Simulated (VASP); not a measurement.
# AlCo3 in VASP: a series of runs

The runs below take AlCo3 through single point, with LDA.

Program: VASP 6.6.1. These are calculated values, not measurements. Logs are shortened: lines on timing, memory, paths and dates and some standing lists are left out, and cuts for length are marked.

## Step 1: The cell of the first run

Symmetry: Pm-3m, No. 221, cubic system. Conventional cell: a = 3.575 Å, b = 3.575 Å, c = 3.575 Å, α = 90.00°, β = 90.00°, γ = 90.00°. Within 3.3 Å of Al (site symmetry m-3m) lie 12 Co at 2.53 Å. Co (site symmetry 4/mmm) has 4 Al at 2.53 Å and 8 Co at 2.53 Å within 3.3 Å.

## Step 2: Single point, LDA, collinear spin, ferromagnetic start

Input file INCAR:

```
PREC = Accurate
ENCUT = 520
EDIFF = 1E-6
ISMEAR = -1
SIGMA = 0.05
LREAL = F
LASPH = T
NELM = 150
ALGO = Normal
ISIF = 2
LWAVE = F
LCHARG = F
ISPIN = 2
MAGMOM = 0 2.5 2.5 2.5
LORBIT = 11
LMAXMIX = 4
NBANDS = 27
```

Input file KPOINTS:

```
regular mesh
0
Gamma
  10 10 10
```

Input file POSCAR:

```
AlCo3
1.0
    3.5749480000      0.0000000000      0.0000000000
    0.0000000000      3.5749480000      0.0000000000
    0.0000000000      0.0000000000      3.5749480000
Al Co
1 3
Direct
    0.0000000000      0.0000000000      0.0000000000
    0.5000000000      0.5000000000      0.0000000000
    0.5000000000      0.0000000000      0.5000000000
    0.0000000000      0.5000000000      0.5000000000
```

Potentials or basis: VASP PAW LDA potentials, release 64 (Al, Co).

Run with:

```
cat potpaw_LDA.64/Al/POTCAR potpaw_LDA.64/Co/POTCAR > POTCAR
mpirun -np 1 vasp_std > vasp.out
```

OUTCAR:

```text
PREC = Accurate
   ENCUT = 520
   EDIFF = 1E-6
   ISMEAR = -1
   LREAL = F
   LASPH = T
   NELM = 150
   ISIF = 2
   ISPIN = 2
   LORBIT = 11

 ion  position               nearest neighbor table
   1  0.000  0.000  0.000-   2 2.53   3 2.53   4 2.53   3 2.53   4 2.53   2 2.53   4 2.53   4 2.53
                             2 2.53   3 2.53   3 2.53   2 2.53
   2  0.500  0.500  0.000-   1 2.53   3 2.53   4 2.53   3 2.53   4 2.53   1 2.53   3 2.53   3 2.53
                             1 2.53   4 2.53   4 2.53   1 2.53
   3  0.500  0.000  0.500-   1 2.53   2 2.53   4 2.53   1 2.53   2 2.53   2 2.53   4 2.53   2 2.53
                             1 2.53   4 2.53   1 2.53   4 2.53
   4  0.000  0.500  0.500-   1 2.53   2 2.53   3 2.53   1 2.53   2 2.53   1 2.53   3 2.53   1 2.53
                             2 2.53   3 2.53   2 2.53   3 2.53

  LATTYP: Found a simple cubic cell.
 ALAT       =     3.5749480000

  Lattice vectors:

 A1 = (   3.5749480000,   0.0000000000,   0.0000000000)
 A2 = (   0.0000000000,   3.5749480000,   0.0000000000)
 A3 = (   0.0000000000,   0.0000000000,   3.5749480000)

Analysis of symmetry for initial positions (statically):
=====================================================================
 Subroutine PRICEL returns:
 Original cell was already a primitive cell.

 Routine SETGRP: Setting up the symmetry group for a
 simple cubic supercell.

 Subroutine GETGRP returns: Found 48 space group operations
 (whereof 48 operations were pure point group operations)
 out of a pool of 48 trial point group operations.

The static configuration has the point symmetry O_h .

Analysis of symmetry for dynamics (positions and initial velocities):
=====================================================================
 Subroutine PRICEL returns:
 Original cell was already a primitive cell.

 Routine SETGRP: Setting up the symmetry group for a
 simple cubic supercell.

 Subroutine GETGRP returns: Found 48 space group operations
 (whereof 48 operations were pure point group operations)
 out of a pool of 48 trial point group operations.

The dynamic configuration has the point symmetry O_h .

Analysis of structural, dynamic, and magnetic symmetry:
=====================================================================
 Subroutine PRICEL returns:
 Original cell was already a primitive cell.

 Routine SETGRP: Setting up the symmetry group for a
 simple cubic supercell.

 Subroutine GETGRP returns: Found 48 space group operations
 (whereof 48 operations were pure point group operations)
 out of a pool of 48 trial point group operations.

The overall configuration has the point symmetry O_h .

 Subroutine INISYM returns: Found 48 space group operations
 (whereof 48 operations are pure point group operations),
 and found     1 'primitive' translations

----------------------------------------------------------------------------------------

                                     Primitive cell

  volume of cell :      45.6887

  direct lattice vectors                    reciprocal lattice vectors
     3.574948000  0.000000000  0.000000000     0.279724348  0.000000000  0.000000000
     0.000000000  3.574948000  0.000000000     0.000000000  0.279724348  0.000000000
     0.000000000  0.000000000  3.574948000     0.000000000  0.000000000  0.279724348

  length of vectors
     3.574948000  3.574948000  3.574948000     0.279724348  0.279724348  0.279724348

  position of ions in fractional coordinates (direct lattice)
     0.000000000  0.000000000  0.000000000
     0.500000000  0.500000000  0.000000000
     0.500000000  0.000000000  0.500000000
     0.000000000  0.500000000  0.500000000

  ion indices of the primitive-cell ions
   primitive index   ion index
                 1           1
                 2           2
                 3           3
                 4           4

----------------------------------------------------------------------------------------

 KPOINTS: regular mesh

Automatic generation of k-mesh.
 Grid dimensions read from file:
 generate k-points for:   10   10   10

 Generating k-lattice:

  Cartesian coordinates                     Fractional coordinates (reciprocal lattice)
     0.027972435  0.000000000  0.000000000     0.100000000  0.000000000  0.000000000
     0.000000000  0.027972435  0.000000000     0.000000000  0.100000000  0.000000000
     0.000000000  0.000000000  0.027972435     0.000000000  0.000000000  0.100000000

  Length of vectors
     0.027972435  0.027972435  0.027972435

  Shift w.r.t. Gamma in fractional coordinates (k-lattice)
     0.000000000  0.000000000  0.000000000

 Subroutine IBZKPT returns following result:
 ===========================================

 Found     56 irreducible k-points:

 Following reciprocal coordinates:
            Coordinates               Weight
  0.000000  0.000000  0.000000      1.000000
  0.100000  0.000000  0.000000      6.000000
  0.200000  0.000000  0.000000      6.000000
  0.300000  0.000000  0.000000      6.000000
  0.400000  0.000000  0.000000      6.000000
  0.500000  0.000000  0.000000      3.000000
[... 16 lines left out ...]
  0.200000  0.100000  0.100000     24.000000
  0.300000  0.100000  0.100000     24.000000
 [... further k-points ...]
   k-points           NKPTS =     56   k-points in BZ     NKDIM =     56   number of bands    NBANDS=     27
   number of dos      NEDOS =    301   number of ions     NIONS =      4
   total plane-waves  NPLWV =  21952
   dimension x,y,z NGX =    28 NGY =   28 NGZ =   28
   dimension x,y,z NGXF=    56 NGYF=   56 NGZF=   56
   ions per type =               1   3
   NGX,Y,Z   is equivalent  to a cutoff of  13.02, 13.02, 13.02 a.u.
   NGXF,Y,Z  is equivalent  to a cutoff of  26.04, 26.04, 26.04 a.u.
 SYSTEM =  unknown system
   PREC   = accura    normal or accurate (medium, high low for compatibility)
   ISTART =      0    job   : 0-new  1-cont  2-samecut
   ICHARG =      2    charge: 1-file 2-atom 10-const
   ISPIN  =      2    spin polarized calculation?
   LNONCOLLINEAR =      F non collinear calculations
   LSORBIT =      F    spin-orbit coupling
   LASPH  =      T    aspherical Exc in radial PAW
   ENCUT  =  520.0 eV  38.22 Ry    6.18 a.u.   6.65  6.65  6.65*2*pi/ulx,y,z
   NELM   =    150;   NELMIN=  2; NELMDL= -5     # of ELM steps
   EDIFF  = 0.1E-05   stopping-criterion for ELM
   LREAL  =      F    real-space projection
   EDIFFG = 0.1E-04   stopping-criterion for IOM
   NSW    =      0    number of steps for IOM
   IBRION =     -1    ionic relax: 0-MD 1-quasi-New 2-CG
   NFREE  =      0    steps in history (QN), initial steepest desc. (CG)
   ISIF   =      2    stress and relaxation
   ISYM   =      2    0-nonsym 1-usesym 2-fastsym
   POTIM  = 0.5000    time-step for ionic-motion
   TEBEG  =    0.0;   TEEND  =   0.0 temperature during run
   PSTRESS=    0.0 pullay stress
   NELECT =      30.0000    total number of electrons
   NUPDOWN=      -1.0000    fix difference up-down
   EMIN   =  10.00;   EMAX   =-10.00  energy-range for DOS
   EFERMI =   0.00;   METHOD = LEGACY
   ISMEAR =    -1;   SIGMA  =   0.05  broadening in eV -4-tet -1-fermi 0-gaus
   EFERMI_NEDOS =   21; number of points for ismear=-14 and -15
   IALGO  =     38    algorithm
   IMIX   =      4    mixing-type and parameters
     AMIX     =   0.40;   BMIX     =  1.00
     AMIX_MAG =   1.60;   BMIX_MAG =  1.00
  volume/ion in A,a.u.               =      11.42        77.08
  Fermi-wavevector in a.u.,A,eV,Ry     =   1.422915  2.688919 27.547527  2.024686
  Thomas-Fermi vector in A             =   2.543568
   LORBIT       =     11    0 simple, 1 ext, 2 COOP (PROOUT), +10 PAW based schemes
   GGA     = CA    functional components
   LHFCALC =     F    Hartree Fock is set to
   AEXX    =    0.0000 exact exchange contribution
   IVDW    =     0    specifies the selected vdW correction
   LEPSILON=     F    determine dielectric tensor
   LRPA    =     F    only Hartree local field effects (RPA)
 spin polarized calculation
  energy-cutoff  :      520.00
  volume of cell :       45.69
 maximum number of plane-waves:      1248
 NGX is ok and might be reduce to    28
   NGX = 13   NGY = 13   NGZ = 13

 number of electron      30.0000034 magnetization       3.6619139

 Free energy of the ion-electron system (eV)
  ---------------------------------------------------
  ext. energy  EPLUGINS =         0.00000000
  ---------------------------------------------------
  free energy    TOTEN  =       -29.28547915 eV

  energy without entropy =      -29.22647362  energy(sigma->0) =      -29.25597638

 E-fermi :   9.6978     XC(G=0): -13.0047

 val. band max:        9.6967807186   @ k =   0.5000   0.3000   0.2000
 cond. band min:       9.6981011286   @ k =   0.5000   0.5000   0.4000
 fundamental gap:      0.0013204100
 Fermi energy:         9.6977537312

 spin component 1

 k-point     1 :       0.0000    0.0000    0.0000
  band No.  band energies     occupation
      1      -0.1651      1.00000
      2       4.8935      1.00000
      3       5.8125      1.00000
      4       5.8125      1.00000
      5       6.1371      1.00000
      6       6.1371      1.00000
[... 709 lines left out ...]
     26      22.2570      0.00000
     27      22.5964      0.00000

 [... further k-points ...]

 spin component 2

 k-point     1 :       0.0000    0.0000    0.0000
  band No.  band energies     occupation
      1      -0.0659      1.00000
      2       5.7114      1.00000
      3       6.5679      1.00000
      4       6.5679      1.00000
      5       7.0450      1.00000
      6       7.0450      1.00000
[... 709 lines left out ...]
     26      22.5588      0.00000
     27      22.9196      0.00000

 [... further k-points ...]

------------------------ aborting loop because EDIFF is reached ----------------------------------------

  FORCE on cell =-STRESS in cart. coord.  units (eV):
  Direction    XX          YY          ZZ          XY          YZ          ZX
  --------------------------------------------------------------------------------------
  -------------------------------------------------------------------------------------
  Total       -4.1041068     -4.1041068     -4.1041068     -0.0000000     -0.0000000      0.0000000
  in kB     -143.9196362   -143.9196362   -143.9196362     -0.0000000     -0.0000000      0.0000000
  external PRESSURE =    -143.9196362 kB  Pullay stress =       0.0000000 kB

 VOLUME and BASIS-vectors are now :
 -----------------------------------------------------------------------------
  energy-cutoff  :      520.00
  volume of cell :       45.69
      direct lattice vectors                 reciprocal lattice vectors
     3.574948000  0.000000000  0.000000000     0.279724348  0.000000000  0.000000000
     0.000000000  3.574948000  0.000000000     0.000000000  0.279724348  0.000000000
     0.000000000  0.000000000  3.574948000     0.000000000  0.000000000  0.279724348

 POSITION                                       TOTAL-FORCE (eV/Angst)
 -----------------------------------------------------------------------------------
      0.00000      0.00000      0.00000         0.000000      0.000000      0.000000
      1.78747      1.78747      0.00000         0.000000      0.000000      0.000000
      1.78747      0.00000      1.78747         0.000000      0.000000      0.000000
      0.00000      1.78747      1.78747         0.000000      0.000000      0.000000
 -----------------------------------------------------------------------------------
    total drift:                                0.000000      0.000000      0.000000

  FREE ENERGIE OF THE ION-ELECTRON SYSTEM (eV)
  ---------------------------------------------------
  free  energy   TOTEN  =       -29.2854791461 eV

  energy  without entropy=      -29.2264736189  energy(sigma->0) =      -29.25597638

 total charge

# of ion       s       p       d       tot
------------------------------------------
    1        0.413   0.417   0.000   0.830
    2        0.473   0.500   7.341   8.314
    3        0.473   0.500   7.341   8.314
    4        0.473   0.500   7.341   8.314
--------------------------------------------------
tot          1.831   1.918  22.022  25.771

 magnetization (x)

# of ion       s       p       d       tot
------------------------------------------
    1       -0.001  -0.030   0.000  -0.031
    2       -0.002   0.003   1.236   1.237
    3       -0.002   0.003   1.236   1.237
    4       -0.002   0.003   1.236   1.237
--------------------------------------------------
tot         -0.006  -0.022   3.709   3.681
```

Run time: 2.8 min. Hardware: 1 thread of Intel Xeon 8259CL, shared host; peak memory 0.22 GiB.

Results:

```yaml
Free_energy: -29.2855 eV
Pressure: -14.4 GPa
Net_moment: 3.66 μB per cell
Site_moments: Al -0.03; Co +1.24 μB
Valence_electrons_inside_the_program's_atomic_spheres: Al 0.83; Co 8.31
```

Levels at points of the mesh, in eV from the Fermi level:
Spin up:
```
           k point  band 15  band 16  band 17  band 18  band 19  band 20
(0.00, 0.00, 0.00)    -0.02    -0.02     0.88     0.88     0.88     6.83
(0.50, 0.00, 0.00)    -1.18    -0.72    -0.02     5.57     5.57     5.68
(0.50, 0.50, 0.00)    -1.03    -1.03    -0.59     0.94     0.94     8.17
(0.50, 0.50, 0.50)    -1.15    -0.23    -0.23    -0.23    -0.19     3.46
```
Spin down:
```csv
k point,band 11,band 12,band 13,band 14,band 15,band 16
"(0.00, 0.00, 0.00)",0.52,0.52,0.96,0.97,0.97,0.97
"(0.50, 0.00, 0.00)",-0.83,-0.26,-0.21,-0.21,-0.01,0.60
"(0.50, 0.50, 0.00)",-0.42,-0.39,-0.36,-0.36,0.08,0.11
"(0.50, 0.50, 0.50)",-0.38,-0.38,-0.38,-0.06,-0.06,0.01
```

Caveat: the cell stands under tension.

## Step 3: Single point, LDA, collinear spin, ferromagnetic start

Input file INCAR:

```
SYSTEM = AlCo3
  ALGO = Normal
  EDIFF = 1E-7
  ENCUT = 520
  ISIF = 2
  ISMEAR = -1
  ISPIN = 2
  LASPH = .True.
  LCHARG = .True.
  LELF = .True.
  LMAXMIX = 4
  LORBIT = 11
  LREAL = .False.
  LVHAR = .True.
  LWAVE = .False.
  MAGMOM = 0 2.5 2.5 2.5
  NBANDS = 27
  NELM = 150
  PREC = Accurate
  SIGMA = 0.05
```

Input file KPOINTS:

```
k-points
0
Gamma
  10 10 10
  0 0 0
```

POSCAR, as its differences from that of step 2:

```diff
@@ -2,4 +2,4 @@
 1.0
-    3.5749480000      0.0000000000      0.0000000000
-    0.0000000000      3.5749480000      0.0000000000
+    3.5749480000     -0.0268121100      0.0000000000
+   -0.0268121100      3.5749480000      0.0000000000
     0.0000000000      0.0000000000      3.5749480000
```

Potentials or basis: VASP PAW LDA potentials, release 64 (Al, Co).

Run with:

```
cat potpaw_LDA.64/Al/POTCAR potpaw_LDA.64/Co/POTCAR > POTCAR
mpirun -np 1 vasp_std > vasp.out
```

Run time: 14 min. Hardware: 1 thread of Intel Xeon 8259CL, shared host; peak memory 0.4 GiB.

The run converged. Its results:

| Item | Value |
| --- | --- |
| Free energy | -29.2830 eV |
| Pressure | -14.4 GPa |
| Net moment | 3.66 μB per cell |
| Site moments | Al -0.03; Co +1.24 μB |
| Valence electrons inside the program's atomic spheres | Al 0.83; Co 8.31 |

Stress tensor (GPa, compression positive):
```
-14.36   1.29   0.00
  1.29 -14.36   0.00
  0.00   0.00 -14.38
```

Levels at points of the mesh, in eV from the Fermi level:
Spin up:
| k point | band 13 | band 14 | band 15 | band 16 | band 17 | band 18 | band 19 | band 20 | band 21 | band 22 |
| --- | --- | --- | --- | --- | --- | --- | --- | --- | --- | --- |
| (0.00, 0.00, 0.00) | -0.26 | -0.03 | -0.02 | -0.02 | 0.86 | 0.88 | 0.90 | 6.83 | 6.84 | 7.27 |
| (0.50, 0.00, 0.00) | -1.30 | -1.30 | -1.18 | -0.72 | -0.02 | 5.57 | 5.57 | 5.66 | 5.68 | 6.60 |
| (0.50, 0.50, 0.00) | -1.52 | -1.38 | -1.05 | -1.02 | -0.59 | 0.86 | 1.01 | 8.16 | 8.18 | 8.34 |
| (0.00, 0.00, 0.50) | -1.33 | -1.27 | -1.18 | -0.72 | -0.02 | 5.52 | 5.63 | 5.64 | 5.72 | 6.59 |
| (0.50, 0.00, 0.50) | -1.53 | -1.38 | -1.03 | -1.03 | -0.59 | 0.94 | 0.94 | 8.16 | 8.17 | 8.25 |
| (0.50, 0.50, 0.50) | -1.58 | -1.15 | -1.15 | -0.26 | -0.23 | -0.20 | -0.19 | 3.45 | 4.22 | 4.33 |
Spin down:
| k point | band 9 | band 10 | band 11 | band 12 | band 13 | band 14 | band 15 | band 16 | band 17 | band 18 |
| --- | --- | --- | --- | --- | --- | --- | --- | --- | --- | --- |
| (0.00, 0.00, 0.00) | -0.42 | -0.37 | 0.52 | 0.52 | 0.95 | 0.96 | 0.97 | 0.99 | 1.19 | 1.19 |
| (0.50, 0.00, 0.00) | -1.27 | -0.93 | -0.83 | -0.26 | -0.21 | -0.21 | -0.01 | 0.60 | 1.19 | 5.96 |
| (0.50, 0.50, 0.00) | -1.16 | -1.15 | -0.42 | -0.42 | -0.39 | -0.30 | 0.06 | 0.13 | 0.28 | 1.94 |
| (0.00, 0.00, 0.50) | -1.26 | -0.93 | -0.83 | -0.26 | -0.26 | -0.17 | -0.01 | 0.60 | 1.19 | 5.91 |
| (0.50, 0.00, 0.50) | -1.16 | -1.16 | -0.42 | -0.39 | -0.36 | -0.36 | 0.08 | 0.11 | 0.28 | 2.00 |
| (0.50, 0.50, 0.50) | -1.19 | -1.14 | -0.43 | -0.38 | -0.33 | -0.06 | -0.05 | 0.02 | 0.95 | 0.98 |

Caveat: the cell stands under tension.
